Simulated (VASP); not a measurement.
Write the native input for VASP 6.6.1 that does the following.

```
Task                   : electric field gradients
Functional             : PBE
Potentials or basis    : VASP PAW PBE potentials, release 64 (Cu, O)
Cutoff                 : 520 eV
k mesh                 : 12 × 12 × 12
Occupations            : fermi-dirac, width 0.08 eV
Spin                   : no spin polarisation
Dipole correction      : no
Further INCAR settings : ALGO = Normal; EDIFF = 1e-08; NBANDS = 16
```

The structure of CuO (CsCl type) lies in POSCAR:

```
CuO
1.0
    2.6368332336     -0.0395524985      0.0000000000
   -0.0395524985      2.6368332336      0.0000000000
    0.0000000000      0.0000000000      2.6368332336
Cu O
1 1
Direct
    0.0000000000      0.0000000000      0.0000000000
    0.5000000000      0.5000000000      0.5000000000
```

This cell differs from its parent crystal: xy shear strain of -3 %.

One way to write it, as run:

INCAR

```
ALGO = Normal
EDIFF = 1E-8
ENCUT = 520
GGA = PE
ISIF = 2
ISMEAR = -1
LASPH = T
LCHARG = F
LEFG = T
LREAL = F
LWAVE = F
NBANDS = 16
NELM = 80
PREC = Accurate
SIGMA = 0.08
```

KPOINTS

```
k-points
0
Gamma
  12 12 12
```

Potentials or basis: VASP PAW PBE potentials, release 64 (Cu, O).

Launch:

```bash
$ cat potpaw_PBE.64/Cu/POTCAR potpaw_PBE.64/O/POTCAR > POTCAR
$ mpirun -np 1 vasp_std > vasp.out
```

Results of the run:

The pressure is 0.2 GPa, the band gap on the k mesh is zero (an odd number of electrons rules out a gap without spin polarisation) and the largest electric field gradient by atom is Cu -6.8; O -11.9 V/Å².

Caveat: the cell differs from its parent crystal (xy shear strain of -3 %); without QUAD_EFG the Cq values of the log hold for a quadrupole moment of 1 mb, not for the nuclei; an odd number of electrons without spin polarisation forces a metal; a magnetic or distorted state may lie lower; semilocal functionals often make such compounds metallic where correlation or magnetic order opens a gap, which also shifts bond lengths.

It took 32 s on 1 thread of Intel(R) Xeon(R) 6975P-C (Granite Rapids) (shared host), peak memory 0.19 GiB.
